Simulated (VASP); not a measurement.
# PbS (P4/mmm) in VASP: further runs

Runs on PbS. Level: PBEsol. Tasks: single point.

Everything below comes from runs of VASP 6.6.1. Logs are shortened: lines on timing, memory, paths and dates and some standing lists are left out, and cuts for length are marked.

**1. The cell of the first run**

It takes space group P4/mmm (No. 123, tetragonal). Conventional cell: a = 3.654 Å, b = 3.654 Å, c = 3.745 Å, α = 90.00°, β = 90.00°, γ = 90.00°. Pb (site symmetry 4/mmm) has 8 S at 3.19 Å and 6 Pb at 3.65 to 3.75 Å within 4.2 Å. Within 4.2 Å of S (site symmetry 4/mmm) lie 8 Pb at 3.19 Å and 6 S at 3.65 to 3.75 Å.

**2. Single point, PBEsol (strain +0.0250 x Voigt [0, 0, 1, 0, 0, 0])**

INCAR reads:

```
ALGO = Normal
EDIFF = 1E-6
ENCUT = 520
GGA = PS
ISIF = 2
ISMEAR = 0
LASPH = True
LCHARG = True
LELF = True
LREAL = False
LVHAR = True
LWAVE = False
NBANDS = 17
NELM = 80
PREC = Accurate
SIGMA = 0.15
```

KPOINTS reads:

```
k-points
0
Gamma
  14 14 14
```

POSCAR reads:

```
PbS
1.0
    3.6536590000      0.0000000000      0.0000000000
    0.0000000000      3.6536590000      0.0000000000
    0.0000000000      0.0000000000      3.7450004750
Pb S
1 1
Direct
    0.0000000000      0.0000000000      0.0000000000
    0.5000000000      0.5000000000      0.5000000000
```

Potentials or basis: VASP PAW PBE potentials, release 64 (Pb_d, S).

Command:

```console
cat potpaw_PBE.64/Pb_d/POTCAR potpaw_PBE.64/S/POTCAR > POTCAR
mpirun -np 1 vasp_std > vasp.out
```

OUTCAR:

```text
EDIFF = 1E-6
   ENCUT = 520
   GGA = PS
   ISIF = 2
   ISMEAR = 0
   LASPH = True
   LREAL = False
   NELM = 80
   PREC = Accurate

 ion  position               nearest neighbor table
   1  0.000  0.000  0.000-   2 3.19   2 3.19   2 3.19   2 3.19   2 3.19   2 3.19   2 3.19   2 3.19

   2  0.500  0.500  0.500-   1 3.19   1 3.19   1 3.19   1 3.19   1 3.19   1 3.19   1 3.19   1 3.19

  LATTYP: Found a simple tetragonal cell.
 ALAT       =     3.6536590000
 C/A-ratio  =     1.0250000000

  Lattice vectors:

 A1 = (   3.6536590000,   0.0000000000,   0.0000000000)
 A2 = (   0.0000000000,   3.6536590000,   0.0000000000)
 A3 = (   0.0000000000,   0.0000000000,   3.7450004750)

Analysis of symmetry for initial positions (statically):
=====================================================================
 Subroutine PRICEL returns:
 Original cell was already a primitive cell.

 Routine SETGRP: Setting up the symmetry group for a
 simple tetragonal supercell.

 Subroutine GETGRP returns: Found 16 space group operations
 (whereof 16 operations were pure point group operations)
 out of a pool of 16 trial point group operations.

The static configuration has the point symmetry D_4h.

Analysis of symmetry for dynamics (positions and initial velocities):
=====================================================================
 Subroutine PRICEL returns:
 Original cell was already a primitive cell.

 Routine SETGRP: Setting up the symmetry group for a
 simple tetragonal supercell.

 Subroutine GETGRP returns: Found 16 space group operations
 (whereof 16 operations were pure point group operations)
 out of a pool of 16 trial point group operations.

The dynamic configuration has the point symmetry D_4h.

 Subroutine INISYM returns: Found 16 space group operations
 (whereof 16 operations are pure point group operations),
 and found     1 'primitive' translations

----------------------------------------------------------------------------------------

                                     Primitive cell

  volume of cell :      49.9929

  direct lattice vectors                    reciprocal lattice vectors
     3.653659000  0.000000000  0.000000000     0.273698230  0.000000000  0.000000000
     0.000000000  3.653659000  0.000000000     0.000000000  0.273698230  0.000000000
     0.000000000  0.000000000  3.745000475     0.000000000  0.000000000  0.267022663

  length of vectors
     3.653659000  3.653659000  3.745000475     0.273698230  0.273698230  0.267022663

  position of ions in fractional coordinates (direct lattice)
     0.000000000  0.000000000  0.000000000
     0.500000000  0.500000000  0.500000000

  ion indices of the primitive-cell ions
   primitive index   ion index
                 1           1
                 2           2

----------------------------------------------------------------------------------------

 KPOINTS: k-points

Automatic generation of k-mesh.
 Grid dimensions read from file:
 generate k-points for:   14   14   14

 Generating k-lattice:

  Cartesian coordinates                     Fractional coordinates (reciprocal lattice)
     0.019549874  0.000000000  0.000000000     0.071428571  0.000000000  0.000000000
     0.000000000  0.019549874  0.000000000     0.000000000  0.071428571  0.000000000
     0.000000000  0.000000000  0.019073047     0.000000000  0.000000000  0.071428571

  Length of vectors
     0.019549874  0.019549874  0.019073047

  Shift w.r.t. Gamma in fractional coordinates (k-lattice)
     0.000000000  0.000000000  0.000000000

 Subroutine IBZKPT returns following result:
 ===========================================

 Found    288 irreducible k-points:

 Following reciprocal coordinates:
            Coordinates               Weight
  0.000000  0.000000  0.000000      1.000000
  0.071429  0.000000  0.000000      4.000000
  0.142857  0.000000  0.000000      4.000000
  0.214286  0.000000  0.000000      4.000000
  0.285714  0.000000  0.000000      4.000000
  0.357143  0.000000  0.000000      4.000000
[... 16 lines left out ...]
  0.285714  0.214286  0.000000      8.000000
  0.357143  0.214286  0.000000      8.000000
 [... further k-points ...]
   k-points           NKPTS =    288   k-points in BZ     NKDIM =    288   number of bands    NBANDS=     17
   number of dos      NEDOS =    301   number of ions     NIONS =      2
   total plane-waves  NPLWV =  21952
   dimension x,y,z NGX =    28 NGY =   28 NGZ =   28
   dimension x,y,z NGXF=    56 NGYF=   56 NGZF=   56
   ions per type =               1   1
   NGX,Y,Z   is equivalent  to a cutoff of  12.74, 12.74, 12.43 a.u.
   NGXF,Y,Z  is equivalent  to a cutoff of  25.48, 25.48, 24.86 a.u.
 SYSTEM =  unknown system
   PREC   = accura    normal or accurate (medium, high low for compatibility)
   ISTART =      0    job   : 0-new  1-cont  2-samecut
   ICHARG =      2    charge: 1-file 2-atom 10-const
   ISPIN  =      1    spin polarized calculation?
   LNONCOLLINEAR =      F non collinear calculations
   LSORBIT =      F    spin-orbit coupling
   LASPH  =      T    aspherical Exc in radial PAW
   ENCUT  =  520.0 eV  38.22 Ry    6.18 a.u.   6.79  6.79  6.96*2*pi/ulx,y,z
   NELM   =     80;   NELMIN=  2; NELMDL= -5     # of ELM steps
   EDIFF  = 0.1E-05   stopping-criterion for ELM
   LREAL  =      F    real-space projection
   EDIFFG = 0.1E-04   stopping-criterion for IOM
   NSW    =      0    number of steps for IOM
   IBRION =     -1    ionic relax: 0-MD 1-quasi-New 2-CG
   NFREE  =      0    steps in history (QN), initial steepest desc. (CG)
   ISIF   =      2    stress and relaxation
   ISYM   =      2    0-nonsym 1-usesym 2-fastsym
   POTIM  = 0.5000    time-step for ionic-motion
   TEBEG  =    0.0;   TEEND  =   0.0 temperature during run
   PSTRESS=    0.0 pullay stress
   NELECT =      20.0000    total number of electrons
   NUPDOWN=      -1.0000    fix difference up-down
   EMIN   =  10.00;   EMAX   =-10.00  energy-range for DOS
   EFERMI =   0.00;   METHOD = LEGACY
   ISMEAR =     0;   SIGMA  =   0.15  broadening in eV -4-tet -1-fermi 0-gaus
   EFERMI_NEDOS =   21; number of points for ismear=-14 and -15
   IALGO  =     38    algorithm
   IMIX   =      4    mixing-type and parameters
     AMIX     =   0.40;   BMIX     =  1.00
     AMIX_MAG =   1.60;   BMIX_MAG =  1.00
  volume/ion in A,a.u.               =      25.00       168.68
  Fermi-wavevector in a.u.,A,eV,Ry     =   1.206282  2.279543 19.798060  1.455116
  Thomas-Fermi vector in A             =   2.341954
   LORBIT       =      0    0 simple, 1 ext, 2 COOP (PROOUT), +10 PAW based schemes
   GGA     = PS    functional components
   LHFCALC =     F    Hartree Fock is set to
   AEXX    =    0.0000 exact exchange contribution
   IVDW    =     0    specifies the selected vdW correction
   LEPSILON=     F    determine dielectric tensor
   LRPA    =     F    only Hartree local field effects (RPA)
 non-spin polarized calculation
 Gauss-broadening in eV      SIGMA  =   0.15
  energy-cutoff  :      520.00
  volume of cell :       49.99
 maximum number of plane-waves:      1376
 NGX is ok and might be reduce to    28
   NGX = 13   NGY = 13   NGZ = 13

 number of electron      19.9999999 magnetization

 Free energy of the ion-electron system (eV)
  ---------------------------------------------------
  ext. energy  EPLUGINS =         0.00000000
  ---------------------------------------------------
  free energy    TOTEN  =        -8.95713388 eV

  energy without entropy =       -8.95065542  energy(sigma->0) =       -8.95389465

 E-fermi :   5.6516     XC(G=0): -10.2361

 val. band max:        5.6015804431   @ k =   0.0000   0.0000   0.5000
 cond. band min:       5.6621495065   @ k =   0.5000   0.4286   0.5000
 fundamental gap:      0.0605690634
 Fermi energy:         5.6515978599

 k-point     1 :       0.0000    0.0000    0.0000
  band No.  band energies     occupation
      1     -11.1304      2.00000
      2     -11.1035      2.00000
      3     -10.9184      2.00000
      4     -10.9184      2.00000
      5     -10.9184      2.00000
      6      -7.2748      2.00000
[... 9 lines left out ...]
     16      17.9032      0.00000
     17      18.2988      0.00000

 k-point     2 :       0.0714    0.0000    0.0000
  band No.  band energies     occupation
      1     -11.1248      2.00000
      2     -11.1006      2.00000
      3     -10.9213      2.00000
      4     -10.9213      2.00000
      5     -10.9181      2.00000
      6      -7.2318      2.00000
[... 9 lines left out ...]
     16      18.1518      0.00000
     17      18.2112      0.00000

 k-point     3 :       0.1429    0.0000    0.0000
  band No.  band energies     occupation
      1     -11.1149      2.00000
      2     -11.0869      2.00000
      3     -10.9296      2.00000
      4     -10.9293      2.00000
      5     -10.9173      2.00000
      6      -7.1048      2.00000
[... 9 lines left out ...]
     16      17.9897      0.00000
     17      18.2599      0.00000

 k-point     4 :       0.2143    0.0000    0.0000
  band No.  band energies     occupation
      1     -11.1094      2.00000
      2     -11.0583      2.00000
      3     -10.9416      2.00000
      4     -10.9408      2.00000
      5     -10.9162      2.00000
      6      -6.9015      2.00000
[... 9 lines left out ...]
     16      17.3033      0.00000
     17      18.0324      0.00000
[... 343 lines left out ...]
      1     -11.0671      2.00000
      2     -11.0329      2.00000
      3     -10.9723      2.00000
      4     -10.9400      2.00000
      5     -10.9372      2.00000
      6      -6.5458      2.00000
[... 9 lines left out ...]
     16      15.8235      0.00000
     17      16.1785      0.00000

 k-point    23 :       0.2857    0.2143    0.0000
  band No.  band energies     occupation
      1     -11.0609      2.00000
      2     -11.0005      2.00000
      3     -10.9899      2.00000
      4     -10.9515      2.00000
      5     -10.9367      2.00000
      6      -6.3019      2.00000
[... 9 lines left out ...]
     16      15.9820      0.00000
     17      16.0256      0.00000

 k-point    24 :       0.3571    0.2143    0.0000
  band No.  band energies     occupation
      1     -11.0577      2.00000
      2     -11.0057      2.00000
      3     -10.9688      2.00000
      4     -10.9629      2.00000
      5     -10.9353      2.00000
      6      -6.0426      2.00000
[... 9 lines left out ...]
     16      16.0246      0.00000
     17      17.1341      0.00000

 [... further k-points ...]

------------------------ aborting loop because EDIFF is reached ----------------------------------------

  FORCE on cell =-STRESS in cart. coord.  units (eV):
  Direction    XX          YY          ZZ          XY          YZ          ZX
  --------------------------------------------------------------------------------------
  -------------------------------------------------------------------------------------
  Total       -1.2185898     -1.2185898     -1.8546535      0.0000000      0.0000000      0.0000000
  in kB      -39.0535231    -39.0535231    -59.4381739      0.0000000      0.0000000      0.0000000
  external PRESSURE =     -45.8484067 kB  Pullay stress =       0.0000000 kB

 VOLUME and BASIS-vectors are now :
 -----------------------------------------------------------------------------
  energy-cutoff  :      520.00
  volume of cell :       49.99
      direct lattice vectors                 reciprocal lattice vectors
     3.653659000  0.000000000  0.000000000     0.273698230  0.000000000  0.000000000
     0.000000000  3.653659000  0.000000000     0.000000000  0.273698230  0.000000000
     0.000000000  0.000000000  3.745000475     0.000000000  0.000000000  0.267022663

 POSITION                                       TOTAL-FORCE (eV/Angst)
 -----------------------------------------------------------------------------------
      0.00000      0.00000      0.00000         0.000000      0.000000      0.000000
      1.82683      1.82683      1.87250         0.000000      0.000000      0.000000
 -----------------------------------------------------------------------------------
    total drift:                               -0.000000      0.000000      0.000000

  FREE ENERGIE OF THE ION-ELECTRON SYSTEM (eV)
  ---------------------------------------------------
  free  energy   TOTEN  =        -8.9571338799 eV

  energy  without entropy=       -8.9506554153  energy(sigma->0) =       -8.95389465
```

Wall time 4.1 min (1 thread of Intel Xeon 8259CL, shared host); peak memory 0.35 GiB.

Results:

```yaml
Free_energy: -8.9571 eV
Pressure: -4.6 GPa
Band_gap_on_the_k_mesh: zero (bands 10 and 11 overlap by 0.54 eV)
```

Stress tensor (GPa, compression positive):
```
-3.91  0.00  0.00
 0.00 -3.91  0.00
 0.00  0.00 -5.94
```

Levels at points of the mesh, in eV from the Fermi level:
| k point | band 8 | band 9 | band 10 | band 11 | band 12 | band 13 |
| --- | --- | --- | --- | --- | --- | --- |
| (0.00, 0.00, 0.00) | -1.70 | -1.38 | -1.38 | 5.36 | 5.58 | 6.23 |
| (0.50, 0.00, 0.00) | -0.53 | -0.31 | -0.18 | 0.18 | 3.63 | 4.10 |
| (0.50, 0.50, 0.00) | -4.25 | -4.25 | -0.31 | 3.93 | 3.93 | 5.58 |
| (0.00, 0.00, 0.50) | -0.35 | -0.35 | -0.05 | 0.43 | 3.94 | 3.94 |
| (0.50, 0.00, 0.50) | -4.32 | -4.29 | -0.14 | 4.08 | 4.31 | 5.88 |
| (0.50, 0.50, 0.50) | -2.29 | -2.29 | -2.22 | -0.50 | -0.50 | -0.29 |

Caveat: the cell differs from its parent crystal (strain +0.0250 x Voigt [0, 0, 1, 0, 0, 0]); the cell stands under tension; semilocal functionals underestimate gaps, and a narrow one can read as zero; the PAW data sets were made with another functional, which shifts forces and pressure a little; spin-orbit coupling is left out, which moves the levels of the heavy elements.

(Continued in part 2 of 2.)

The gap in the log of VASP goes by the Fermi energy; the results here count the filled bands.